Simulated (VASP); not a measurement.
# TiB2 (P6/mmm) in VASP: notebook, part 2 of 2

VASP 6.6.1.

### 3 Single point, PBE (strain +0.0050 x Voigt [1, 1, 0, 0, 0, 0])

File INCAR:

```
SYSTEM = TiB2
  PREC = Accurate
  ENCUT = 520
  EDIFF = 1E-6
  ISMEAR = 0
  SIGMA = 0.15
  LREAL = .False.
  LASPH = .True.
  NELM = 80
  ALGO = Normal
  ISIF = 2
  LWAVE = .False.
  LCHARG = .True.
  GGA = PE
  LELF = .True.
  LVHAR = .True.
  NBANDS = 16
```

File KPOINTS:

```
Automatic mesh
0
Gamma
  18 18 14
  0 0 0
```

File POSCAR:

```
TiB2
1.0
    3.0469638772      0.0000000000      0.0000000000
   -1.5234819386      2.6387481221      0.0000000000
    0.0000000000      0.0000000000      3.2242295241
Ti B
1 2
Direct
    0.0000000000      0.0000000000      0.0000000000
    0.3333333333      0.6666666667      0.5000000000
    0.6666666667      0.3333333333      0.5000000000
```

Potentials or basis: VASP PAW PBE potentials, release 64 (Ti_sv, B).

Run with:

```bash
cat potpaw_PBE.64/Ti_sv/POTCAR potpaw_PBE.64/B/POTCAR > POTCAR
mpirun -np 1 vasp_std > vasp.out
```

Wall time 62 s (1 thread of AMD EPYC 9R14 (Zen 4), shared host); peak memory 0.2 GiB.

The run converged. Its results:

```yaml
Free_energy: -24.4294 eV
Pressure: -2.4 GPa
Band_gap_on_the_k_mesh: zero (band 9 reaches 10.26 eV, above the bottom of band 10 at 9.66 eV)
```

Stress tensor (GPa, compression positive):
```
-3.26  0.00  0.00
 0.00 -3.26  0.00
 0.00  0.00 -0.74
```

Levels at points of the mesh, in eV from the Fermi level:
| k point | band 7 | band 8 | band 9 | band 10 | band 11 | band 12 |
| --- | --- | --- | --- | --- | --- | --- |
| (0.00, 0.00, 0.00) | -2.66 | -2.27 | -2.10 | 1.83 | 1.83 | 3.62 |
| (0.50, 0.00, 0.00) | -3.30 | -3.17 | -2.27 | 1.30 | 2.65 | 3.12 |
| (0.00, 0.00, 0.50) | -0.61 | -0.61 | -0.25 | -0.25 | 0.40 | 0.40 |
| (0.50, 0.00, 0.50) | -4.66 | -3.82 | -3.18 | 2.45 | 2.83 | 4.40 |

Caveat: the cell differs from its parent crystal (strain +0.0050 x Voigt [1, 1, 0, 0, 0, 0]).

### 4 Single point, PBE (strain +0.0100 x Voigt [1, 1, 0, 0, 0, 0])

File INCAR:

```
SYSTEM = TiB2
PREC = Accurate
ENCUT = 520
EDIFF = 1E-6
ISMEAR = 0
SIGMA = 0.15
LREAL = .False.
LASPH = .True.
NELM = 60
ALGO = Normal
ISIF = 2
LWAVE = .False.
LCHARG = .False.
GGA = PE
NBANDS = 16
```

File KPOINTS:

```
regular mesh
0
Gamma
  18 18 14
  0 0 0
```

File POSCAR:

```
TiB2
1.0
    3.0621229015      0.0000000000      0.0000000000
   -1.5310614508      2.6518762222      0.0000000000
    0.0000000000      0.0000000000      3.2242295241
Ti B
1 2
Direct
    0.0000000000      0.0000000000      0.0000000000
    0.3333333333      0.6666666667      0.5000000000
    0.6666666667      0.3333333333      0.5000000000
```

Potentials or basis: VASP PAW PBE potentials, release 64 (Ti_sv, B).

Run with:

```bash
cat potpaw_PBE.64/Ti_sv/POTCAR potpaw_PBE.64/B/POTCAR > POTCAR
mpirun -np 1 vasp_std > vasp.out
```

OUTCAR:

```text
SYSTEM = TiB2
   PREC = Accurate
   ENCUT = 520
   EDIFF = 1E-6
   ISMEAR = 0
   LREAL = .False.
   LASPH = .True.
   NELM = 60
   ISIF = 2
   GGA = PE

 ion  position               nearest neighbor table
   1  0.000  0.000  0.000-   2 2.39   3 2.39   2 2.39   3 2.39   3 2.39   3 2.39   2 2.39   2 2.39
                             3 2.39   3 2.39   2 2.39   2 2.39
   2  0.333  0.667  0.500-   3 1.77   3 1.77   3 1.77   1 2.39   1 2.39   1 2.39   1 2.39   1 2.39
                             1 2.39
   3  0.667  0.333  0.500-   2 1.77   2 1.77   2 1.77   1 2.39   1 2.39   1 2.39   1 2.39   1 2.39
                             1 2.39

[... 656 lines left out ...]
  --------------------------------------------------------------------------------------
  -------------------------------------------------------------------------------------
  Total       -1.0798554     -1.0798554     -0.2759593      0.0000000     -0.0000000     -0.0000000
  in kB      -66.0806606    -66.0806606    -16.8870524      0.0000000     -0.0000000     -0.0000000
  external PRESSURE =     -49.6827912 kB  Pullay stress =       0.0000000 kB

 VOLUME and BASIS-vectors are now :
 -----------------------------------------------------------------------------
  energy-cutoff  :      520.00
  volume of cell :       26.18
      direct lattice vectors                 reciprocal lattice vectors
     3.062122901  0.000000000  0.000000000     0.326570824  0.188545753  0.000000000
    -1.531061451  2.651876222  0.000000000     0.000000000  0.377091507  0.000000000
     0.000000000  0.000000000  3.224229524     0.000000000  0.000000000  0.310151617

 POSITION                                       TOTAL-FORCE (eV/Angst)
 -----------------------------------------------------------------------------------
      0.00000      0.00000      0.00000        -0.000000      0.000000     -0.000000
     -0.00000      1.76792      1.61211         0.000000     -0.000000     -0.000000
      1.53106      0.88396      1.61211        -0.000000      0.000000      0.000000
 -----------------------------------------------------------------------------------
    total drift:                               -0.000000      0.000000      0.000000

  FREE ENERGIE OF THE ION-ELECTRON SYSTEM (eV)
  ---------------------------------------------------
  free  energy   TOTEN  =       -24.4215003643 eV

  energy  without entropy=      -24.4173931159  energy(sigma->0) =      -24.41944674
```

It took 66 s on 1 thread of AMD EPYC 9R14 (Zen 4), shared host; peak memory 0.2 GiB.

What came out:

```yaml
Free_energy: -24.4215 eV
Pressure: -5.0 GPa
Band_gap_on_the_k_mesh: zero (band 9 reaches 10.12 eV, above the bottom of band 10 at 9.53 eV)
```

Stress tensor (GPa, compression positive):
```
-6.61  0.00  0.00
 0.00 -6.61  0.00
 0.00  0.00 -1.69
```

Caveat: the cell differs from its parent crystal (strain +0.0100 x Voigt [1, 1, 0, 0, 0, 0]).

### 5 Single point, PBE (strain +0.0150 x Voigt [1, 1, 0, 0, 0, 0])

File INCAR:

```
PREC = Accurate
ENCUT = 520
EDIFF = 1E-6
ISMEAR = 0
SIGMA = 0.15
LREAL = F
LASPH = T
NELM = 80
ALGO = Normal
ISIF = 2
LWAVE = F
LCHARG = F
GGA = PE
NBANDS = 16
```

File KPOINTS:

```
regular mesh
0
Gamma
  18 18 14
```

File POSCAR:

```
TiB2
1.0
    3.0772819257      0.0000000000      0.0000000000
   -1.5386409629      2.6650043223      0.0000000000
    0.0000000000      0.0000000000      3.2242295241
Ti B
1 2
Direct
    0.0000000000      0.0000000000      0.0000000000
    0.3333333333      0.6666666667      0.5000000000
    0.6666666667      0.3333333333      0.5000000000
```

Run with:

```bash
cat potpaw_PBE.64/Ti_sv/POTCAR potpaw_PBE.64/B/POTCAR > POTCAR
mpirun -np 1 vasp_std > vasp.out
```

Wall time 83 s (1 thread of AMD EPYC 9R14 (Zen 4), shared host); peak memory 0.2 GiB.

The run converged. Its results:

```
Free energy            : -24.4082 eV
Pressure               : -7.4 GPa
Band gap on the k mesh : zero (band 9 reaches 9.99 eV, above the bottom of band 10 at 9.39 eV)
```

Stress tensor (GPa, compression positive):
```
-9.82  0.00  0.00
 0.00 -9.82  0.00
 0.00  0.00 -2.61
```

Levels at points of the mesh, in eV from the Fermi level:
```tsv
k point	band 6	band 7	band 8	band 9	band 10	band 11	band 12	band 13
(0.00, 0.00, 0.00)	-2.67	-2.67	-2.14	-2.02	1.80	1.80	3.59	3.59
(0.50, 0.00, 0.00)	-9.22	-3.28	-3.03	-2.23	1.29	2.55	3.02	3.36
(0.00, 0.00, 0.50)	-7.49	-0.63	-0.63	-0.30	-0.30	0.40	0.40	1.73
(0.50, 0.00, 0.50)	-7.44	-4.61	-3.75	-3.18	2.45	2.74	4.32	4.44
```

Caveat: the cell differs from its parent crystal (strain +0.0150 x Voigt [1, 1, 0, 0, 0, 0]).

### 6 Overview

```tsv
cell	gap on the mesh (eV)	pressure (GPa)
a = 3.017, b = 3.017, c = 3.224 Å, angles 90.0, 90.0, 120.0°, 3 atoms	none	3.1
a = 3.047, b = 3.047, c = 3.224 Å, angles 90.0, 90.0, 120.0°, 3 atoms	none	-2.4
a = 3.062, b = 3.062, c = 3.224 Å, angles 90.0, 90.0, 120.0°, 3 atoms	none	-5.0
a = 3.077, b = 3.077, c = 3.224 Å, angles 90.0, 90.0, 120.0°, 3 atoms	none	-7.4
```

Alike in all rows: task single point; level PBE; potentials or basis VASP PAW PBE potentials, release 64 (Ti_sv, B); no spin polarisation; k mesh 18 × 18 × 14; cutoff (eV) 520; smearing gaussian 0.15 eV.

Total energies depend on the potentials used, so only differences within one code and one set of settings carry meaning.
